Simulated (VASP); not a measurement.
Cd3Cl3O, 7 atoms in the cell. Symmetry: Pm-3m, No. 221, cubic system. Conventional cell: a = 5.353 Å, b = 5.353 Å, c = 5.353 Å, α = 90.00°, β = 90.00°, γ = 90.00°. Cd (site symmetry 4/mmm) has 4 Cl at 2.68 Å and 2 O at 2.68 Å within 3.5 Å. Within 3.5 Å of Cl (site symmetry 4/mmm) lie 4 Cd at 2.68 Å. Within 3.5 Å of O (site symmetry m-3m) lie 6 Cd at 2.68 Å. 

```yaml
Program: VASP 6.6.1
Task: single point
Functional: PBE
Potentials_or_basis: VASP PAW PBE potentials, release 64 (Cd, Cl, O)
Cutoff: 520 eV
k_mesh: 4 × 4 × 4
Occupations: gaussian, width 0.2 eV
Spin: no spin polarisation
Dipole_correction: no
Further_INCAR_settings: ALGO = Normal; EDIFF = 1e-06; NBANDS = 40
```

Potentials or basis: VASP PAW PBE potentials, release 64 (Cd, Cl, O).

Command:

```console
$ cat potpaw_PBE.64/Cd/POTCAR potpaw_PBE.64/Cl/POTCAR potpaw_PBE.64/O/POTCAR > POTCAR
$ mpirun -np 1 vasp_std > vasp.out
```

Hardware: 1 thread of Intel(R) Xeon(R) 6975P-C (Granite Rapids), with other jobs on the host.

Question: How long does it take, and how much memory?

Answer: Run time: 27 s on 1 thread of Intel(R) Xeon(R) 6975P-C (Granite Rapids), on a shared host, peak memory 0.25 GiB. Counts: scf iterations 14, k points 10.
